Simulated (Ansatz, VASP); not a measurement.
**Two plane-wave programs on HfO2**

```
CELL_PARAMETERS angstrom
4.88036 0.00000 0.00000
0.00000 4.88036 0.00000
0.00000 0.00000 3.23769
ATOMIC_POSITIONS crystal
Hf 0.50000 0.50000 0.00000
Hf 0.00000 0.00000 0.50000
O 0.69479 0.69479 0.50000
O 0.80521 0.19479 0.00000
O 0.19479 0.80521 0.00000
O 0.30521 0.30521 0.50000
```

Alike in both runs: functional PBE; k mesh 4 × 4 × 6; occupations gaussian, width 0.1 eV; no spin polarisation.

Ansatz relaxed the structure, and its values are those at the end. VASP's run is a single point on that final structure, the one shown.

```csv
,VASP,Ansatz
version,VASP 6.6.1,Ansatz 0.2.0
potentials or method,"VASP PAW PBE potentials, release 64 (Hf_pv, O), cutoff 520 eV","scalar-relativistic, plane waves, PAW"
valence electrons in the cell,44,76
```

VASP gave:

```
gap on the k mesh at the Fermi level (eV) : 3.84
least direct gap on the mesh (eV)         : 3.84
pressure (GPa)                            : -2.7
rms of the force components (eV/Å)        : 0.022
```

Question: What did Ansatz give for the same quantities?

Answer: gap on the k mesh at the Fermi level (eV): 3.90; least direct gap on the mesh (eV): 3.90; pressure (GPa): 0.0; rms of the force components (eV/Å): 0.002.

VASP's potentials hold 44 valence electrons a cell and Ansatz's 76, so a difference there can come from the potentials and not from the codes.

Neither program's run includes spin-orbit coupling.
